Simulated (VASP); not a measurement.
# Tl (I4/mmm) in VASP: notebook

The runs below take Tl through single point, with PBE+D3(BJ).

Program: VASP 6.6.1. These are calculated values, not measurements. Logs are shortened: lines on timing, memory, paths and dates and some standing lists are left out, and cuts for length are marked.

**1. The cell of the first run**

Symmetry: I4/mmm, No. 139, tetragonal system. Conventional cell: a = 3.586 Å, b = 3.586 Å, c = 4.666 Å, α = 90.00°, β = 90.00°, γ = 90.00°. Within 4.7 Å of Tl (site symmetry 4/mmm) lie 14 Tl at 3.45 to 4.67 Å.

**2. Single point, PBE+D3(BJ)**

Contents of INCAR:

```
ALGO = Fast ; EDIFF = 1E-7
ENCUT = 520 ; GGA = PE
ISIF = 2 ; ISMEAR = 0
IVDW = 12 ; LASPH = True
LCHARG = False ; LREAL = False
LWAVE = False ; NBANDS = 12
NELM = 60 ; PREC = Accurate
SIGMA = 0.15
```

Contents of KPOINTS:

```
k-points
0
Gamma
  18 18 18
```

Contents of POSCAR:

```
Tl
1.0
    0.0000000000      2.5358519104      2.3329837576
    2.5358519104      0.0000000000      2.3329837576
    2.5358519104      2.5358519104      0.0000000000
Tl
1
Direct
    0.0000000000      0.0000000000      0.0000000000
```

Potentials or basis: VASP PAW PBE potentials, release 64 (Tl_d).

Launch:

```
cat potpaw_PBE.64/Tl_d/POTCAR > POTCAR
mpirun -np 1 vasp_std > vasp.out
```

OUTCAR:

```text
EDIFF = 1E-7
   ENCUT = 520
   GGA = PE
   ISIF = 2
   ISMEAR = 0
   IVDW = 12
   LASPH = True
   LREAL = False
   NELM = 60
   PREC = Accurate
 IVDW          = 12

 ion  position               nearest neighbor table
   1  0.000  0.000  0.000-

  LATTYP: Found a body centered tetragonal cell.
 ALAT       =     3.5862361639
 C/A-ratio  =     1.3010764774

  Lattice vectors:

 A1 = (   0.0000000000,  -2.5358519104,  -2.3329837576)
 A2 = (   0.0000000000,   2.5358519104,  -2.3329837576)
 A3 = (   2.5358519104,   0.0000000000,   2.3329837576)

Analysis of symmetry for initial positions (statically):
=====================================================================
 Subroutine PRICEL returns:
 Original cell was already a primitive cell.

 Routine SETGRP: Setting up the symmetry group for a
 body centered tetragonal supercell.

 Subroutine GETGRP returns: Found 16 space group operations
 (whereof 16 operations were pure point group operations)
 out of a pool of 16 trial point group operations.

The static configuration has the point symmetry D_4h.

Analysis of symmetry for dynamics (positions and initial velocities):
=====================================================================
 Subroutine PRICEL returns:
 Original cell was already a primitive cell.

 Routine SETGRP: Setting up the symmetry group for a
 body centered tetragonal supercell.

 Subroutine GETGRP returns: Found 16 space group operations
 (whereof 16 operations were pure point group operations)
 out of a pool of 16 trial point group operations.

The dynamic configuration has the point symmetry D_4h.

 Subroutine INISYM returns: Found 16 space group operations
 (whereof 16 operations are pure point group operations),
 and found     1 'primitive' translations

----------------------------------------------------------------------------------------

                                     Primitive cell

  volume of cell :      30.0047

  direct lattice vectors                    reciprocal lattice vectors
     0.000000000  2.535851910  2.332983758    -0.197172397  0.197172397  0.214317823
     2.535851910  0.000000000  2.332983758     0.197172397 -0.197172397  0.214317823
     2.535851910  2.535851910  0.000000000     0.197172397  0.197172397 -0.214317823

  length of vectors
     3.445773951  3.445773951  3.586236164     0.351690258  0.351690258  0.351690258

  position of ions in fractional coordinates (direct lattice)
     0.000000000  0.000000000  0.000000000

  ion indices of the primitive-cell ions
   primitive index   ion index
                 1           1

----------------------------------------------------------------------------------------

 KPOINTS: k-points

Automatic generation of k-mesh.
 Grid dimensions read from file:
 generate k-points for:   18   18   18

 Generating k-lattice:

  Cartesian coordinates                     Fractional coordinates (reciprocal lattice)
    -0.010954022  0.010954022  0.011906546     0.055555556 -0.000000000  0.000000000
     0.010954022 -0.010954022  0.011906546    -0.000000000  0.055555556  0.000000000
     0.010954022  0.010954022 -0.011906546     0.000000000  0.000000000  0.055555556

  Length of vectors
     0.019538348  0.019538348  0.019538348

  Shift w.r.t. Gamma in fractional coordinates (k-lattice)
     0.000000000  0.000000000  0.000000000

 Subroutine IBZKPT returns following result:
 ===========================================

 Found    480 irreducible k-points:

 Following reciprocal coordinates:
            Coordinates               Weight
  0.000000  0.000000  0.000000      1.000000
  0.055556  0.000000  0.000000      8.000000
  0.111111  0.000000  0.000000      8.000000
  0.166667  0.000000  0.000000      8.000000
  0.222222 -0.000000  0.000000      8.000000
  0.277778 -0.000000  0.000000      8.000000
[... 16 lines left out ...]
 -0.277778  0.055556  0.000000      8.000000
 -0.222222  0.055556  0.000000      8.000000
 [... further k-points ...]
   k-points           NKPTS =    480   k-points in BZ     NKDIM =    480   number of bands    NBANDS=     12
   number of dos      NEDOS =    301   number of ions     NIONS =      1
   total plane-waves  NPLWV =  21952
   dimension x,y,z NGX =    28 NGY =   28 NGZ =   28
   dimension x,y,z NGXF=    56 NGYF=   56 NGZF=   56
   ions per type =               1
   NGX,Y,Z   is equivalent  to a cutoff of  13.51, 13.51, 12.98 a.u.
   NGXF,Y,Z  is equivalent  to a cutoff of  27.02, 27.02, 25.96 a.u.
 SYSTEM =  unknown system
   PREC   = accura    normal or accurate (medium, high low for compatibility)
   ISTART =      0    job   : 0-new  1-cont  2-samecut
   ICHARG =      2    charge: 1-file 2-atom 10-const
   ISPIN  =      1    spin polarized calculation?
   LNONCOLLINEAR =      F non collinear calculations
   LSORBIT =      F    spin-orbit coupling
   LASPH  =      T    aspherical Exc in radial PAW
   ENCUT  =  520.0 eV  38.22 Ry    6.18 a.u.   6.41  6.41  6.67*2*pi/ulx,y,z
   NELM   =     60;   NELMIN=  2; NELMDL= -5     # of ELM steps
   EDIFF  = 0.1E-06   stopping-criterion for ELM
   LREAL  =      F    real-space projection
   EDIFFG = 0.1E-05   stopping-criterion for IOM
   NSW    =      0    number of steps for IOM
   IBRION =     -1    ionic relax: 0-MD 1-quasi-New 2-CG
   NFREE  =      0    steps in history (QN), initial steepest desc. (CG)
   ISIF   =      2    stress and relaxation
   ISYM   =      2    0-nonsym 1-usesym 2-fastsym
   POTIM  = 0.5000    time-step for ionic-motion
   TEBEG  =    0.0;   TEEND  =   0.0 temperature during run
   PSTRESS=    0.0 pullay stress
   NELECT =      13.0000    total number of electrons
   NUPDOWN=      -1.0000    fix difference up-down
   EMIN   =  10.00;   EMAX   =-10.00  energy-range for DOS
   EFERMI =   0.00;   METHOD = LEGACY
   ISMEAR =     0;   SIGMA  =   0.15  broadening in eV -4-tet -1-fermi 0-gaus
   EFERMI_NEDOS =   21; number of points for ismear=-14 and -15
   IALGO  =     68    algorithm
   IMIX   =      4    mixing-type and parameters
     AMIX     =   0.40;   BMIX     =  1.00
     AMIX_MAG =   1.60;   BMIX_MAG =  1.00
  volume/ion in A,a.u.               =      30.00       202.48
  Fermi-wavevector in a.u.,A,eV,Ry     =   1.238776  2.340947 20.879038  1.534566
  Thomas-Fermi vector in A             =   2.373287
   LORBIT       =      0    0 simple, 1 ext, 2 COOP (PROOUT), +10 PAW based schemes
   GGA     = PE    functional components
   LHFCALC =     F    Hartree Fock is set to
   AEXX    =    0.0000 exact exchange contribution
   IVDW    =    12    specifies the selected vdW correction
   LEPSILON=     F    determine dielectric tensor
   LRPA    =     F    only Hartree local field effects (RPA)
 non-spin polarized calculation
 RMM-DIIS sequential band-by-band and
 Gauss-broadening in eV      SIGMA  =   0.15
  energy-cutoff  :      520.00
  volume of cell :       30.00
 maximum number of plane-waves:       827
 NGX is ok and might be reduce to    28

 number of electron      12.9999999 magnetization

 Free energy of the ion-electron system (eV)
  ---------------------------------------------------
  ext. energy  EPLUGINS =         0.00000000
  ---------------------------------------------------
  free energy    TOTEN  =        -2.20572289 eV

  energy without entropy =       -2.19875317  energy(sigma->0) =       -2.20223803

 E-fermi :   6.0495     XC(G=0):  -9.9533

 val. band max:        6.0371090654   @ k =  -0.3333   0.1111   0.0000
 cond. band min:       6.0529746580   @ k =   0.5000   0.3333   0.0000
 fundamental gap:      0.0158655926
 Fermi energy:         6.0494856294

 k-point     1 :       0.0000    0.0000    0.0000
  band No.  band energies     occupation
      1      -5.5179      2.00000
      2      -5.5179      2.00000
      3      -5.3714      2.00000
      4      -5.3025      2.00000
      5      -5.1643      2.00000
      6      -3.6449      2.00000
      7      15.8553      0.00000
      8      16.0593      0.00000
      9      16.0593      0.00000
     10      17.0362      0.00000
     11      19.9024      0.00000
     12      20.7180      0.00000

 k-point     2 :       0.0556    0.0000    0.0000
  band No.  band energies     occupation
      1      -5.5150      2.00000
      2      -5.5100      2.00000
      3      -5.3693      2.00000
      4      -5.3017      2.00000
      5      -5.1672      2.00000
      6      -3.5816      2.00000
      7      15.1468      0.00000
      8      15.8877      0.00000
      9      15.9498      0.00000
     10      16.9686      0.00000
     11      20.1773      0.00000
     12      20.8757      0.00000

 k-point     3 :       0.1111    0.0000    0.0000
  band No.  band energies     occupation
      1      -5.5103      2.00000
      2      -5.4908      2.00000
      3      -5.3633      2.00000
      4      -5.2951      2.00000
      5      -5.1740      2.00000
      6      -3.3892      2.00000
      7      13.4891      0.00000
      8      15.6529      0.00000
      9      15.7265      0.00000
     10      16.9185      0.00000
     11      20.0798      0.00000
     12      20.5539      0.00000

 k-point     4 :       0.1667    0.0000    0.0000
  band No.  band energies     occupation
      1      -5.5129      2.00000
      2      -5.4739      2.00000
      3      -5.3543      2.00000
      4      -5.2719      2.00000
      5      -5.1785      2.00000
      6      -3.0628      2.00000
      7      11.6727      0.00000
      8      15.2365      0.00000
      9      15.4950      0.00000
     10      16.8976      0.00000
     11      19.4868      0.00000
     12      20.0712      0.00000

 k-point     5 :       0.2222   -0.0000    0.0000
  band No.  band energies     occupation
      1      -5.5288      2.00000
      2      -5.4716      2.00000
      3      -5.3487      2.00000
      4      -5.2236      2.00000
      5      -5.1709      2.00000
      6      -2.6004      2.00000
      7       9.8791      0.00000
      8      14.7677      0.00000
      9      15.2235      0.00000
     10      16.8939      0.00000
     11      18.9039      0.00000
     12      19.6238      0.00000
[... 228 lines left out ...]
      1      -5.6071      2.00000
      2      -5.5038      2.00000
      3      -5.3888      2.00000
      4      -5.0659      2.00000
      5      -5.0331      2.00000
      6      -0.2124      2.00000
      7       4.8507      2.00000
      8      13.5716      0.00000
      9      13.8769      0.00000
     10      16.2959      0.00000
     11      17.8009      0.00000
     12      18.7845      0.00000

 k-point    22 :      -0.3333    0.0556    0.0000
  band No.  band energies     occupation
      1      -5.5835      2.00000
      2      -5.4900      2.00000
      3      -5.3748      2.00000
      4      -5.0962      2.00000
      5      -5.0885      2.00000
      6      -1.0315      2.00000
      7       6.2369      0.07720
      8      13.9340      0.00000
      9      14.0105      0.00000
     10      16.4269      0.00000
     11      17.8102      0.00000
     12      18.8321      0.00000

 k-point    23 :      -0.2778    0.0556    0.0000
  band No.  band energies     occupation
      1      -5.5571      2.00000
      2      -5.4735      2.00000
      3      -5.3588      2.00000
      4      -5.1694      2.00000
      5      -5.1177      2.00000
      6      -1.7734      2.00000
      7       7.7930      0.00000
      8      14.0415      0.00000
      9      14.5422      0.00000
     10      16.6560      0.00000
     11      17.9081      0.00000
     12      18.9549      0.00000

 k-point    24 :      -0.2222    0.0556    0.0000
  band No.  band energies     occupation
      1      -5.5347      2.00000
      2      -5.4603      2.00000
      3      -5.3457      2.00000
      4      -5.2392      2.00000
      5      -5.1444      2.00000
      6      -2.3996      2.00000
      7       9.4712      0.00000
      8      14.1961      0.00000
      9      15.1143      0.00000
     10      16.9090      0.00000
     11      18.1475      0.00000
     12      19.1638      0.00000

 [... further k-points ...]

------------------------ aborting loop because EDIFF is reached ----------------------------------------

 Edisp (eV)   -0.32608

 E8    (eV) :    -0.1704

  FORCE on cell =-STRESS in cart. coord.  units (eV):
  Direction    XX          YY          ZZ          XY          YZ          ZX
  --------------------------------------------------------------------------------------
  -------------------------------------------------------------------------------------
  Total      -0.14233    -0.14233    -0.12816     0.00000     0.00000     0.00000
  in kB      -7.60030    -7.60030    -6.84352     0.00000     0.00000     0.00000
  external pressure =       -7.35 kB  Pullay stress =        0.00 kB

 VOLUME and BASIS-vectors are now :
 -----------------------------------------------------------------------------
  energy-cutoff  :      520.00
  volume of cell :       30.00
      direct lattice vectors                 reciprocal lattice vectors
     0.000000000  2.535851910  2.332983758    -0.197172397  0.197172397  0.214317823
     2.535851910  0.000000000  2.332983758     0.197172397 -0.197172397  0.214317823
     2.535851910  2.535851910  0.000000000     0.197172397  0.197172397 -0.214317823

 POSITION                                       TOTAL-FORCE (eV/Angst)
 -----------------------------------------------------------------------------------
      0.00000      0.00000      0.00000         0.000000      0.000000      0.000000
 -----------------------------------------------------------------------------------
    total drift:                               -0.000000     -0.000000     -0.000000

  FREE ENERGIE OF THE ION-ELECTRON SYSTEM (eV)
  ---------------------------------------------------
  free  energy   TOTEN  =        -2.5318049772 eV

  energy  without entropy=       -2.5248352620  energy(sigma->0) =       -2.52832012
```

Run time: 4 min. Hardware: 1 thread of Intel Xeon 8259CL, shared host; peak memory 0.3 GiB.

Results:

```yaml
Free_energy: -2.5318 eV
Pressure: -0.7 GPa
Band_gap_on_the_k_mesh: zero (an odd number of electrons rules out a gap without spin polarisation)
Dispersion_energy_per_atom: -0.326 eV
```

Stress tensor (GPa, compression positive):
```
-0.76  0.00  0.00
 0.00 -0.76  0.00
 0.00  0.00 -0.68
```

Caveat: spin-orbit coupling is left out, which moves the levels of the heavy elements.

**3. Single point, PBE+D3(BJ)**

This run uses another cell than the first one, of the same volume but with other edges.

Contents of INCAR:

```
  ALGO = Fast
  EDIFF = 1E-6
  ENCUT = 520
  GGA = PE
  ISIF = 2
  ISMEAR = 0
  IVDW = 12
  LASPH = True
  LCHARG = True
  LELF = True
  LREAL = False
  LVHAR = True
  LWAVE = False
  NBANDS = 12
  NELM = 80
  PREC = Accurate
  SIGMA = 0.15
```

KPOINTS is that of step 2.

Contents of POSCAR:

```
Tl
1.0
    0.0000000000      2.3892170314      2.6281387345
    2.3892170314      0.0000000000      2.6281387345
    2.3892170314      2.3892170314      0.0000000000
Tl
1
Direct
    0.0000000000      0.0000000000      0.0000000000
```

Potentials or basis: VASP PAW PBE potentials, release 64 (Tl_d).

Launch:

```
cat potpaw_PBE.64/Tl_d/POTCAR > POTCAR
mpirun -np 1 vasp_std > vasp.out
```

Wall time 3.7 min (1 thread of Intel Xeon 8259CL, shared host); peak memory 0.3 GiB.

It converged, with:

```yaml
Free_energy: -2.5309 eV
Pressure: -0.7 GPa
Band_gap_on_the_k_mesh: zero (an odd number of electrons rules out a gap without spin polarisation)
Dispersion_energy_per_atom: -0.326 eV
```

Stress tensor (GPa, compression positive):
```
-0.61  0.00  0.00
 0.00 -0.61  0.00
 0.00  0.00 -0.96
```

Levels at points of the mesh, in eV from the Fermi level:
```csv
k point,band 2,band 3,band 4,band 5,band 6,band 7,band 8,band 9,band 10,band 11
"(0.00, 0.00, 0.00)",-11.45,-11.45,-11.37,-11.19,-9.69,9.88,9.88,10.06,11.01,13.75
"(0.50, 0.00, 0.00)",-11.58,-11.43,-11.09,-11.02,-5.28,-2.67,6.88,8.83,10.70,11.11
"(0.50, 0.50, 0.00)",-11.73,-11.06,-11.01,-11.01,-4.51,-2.15,4.83,4.83,8.14,9.47
"(0.50, 0.00, 0.50)",-11.73,-11.08,-11.07,-10.91,-3.26,-1.34,3.39,3.93,6.99,8.39
```

Caveat: spin-orbit coupling is left out, which moves the levels of the heavy elements.

[end of part 1 of 2]
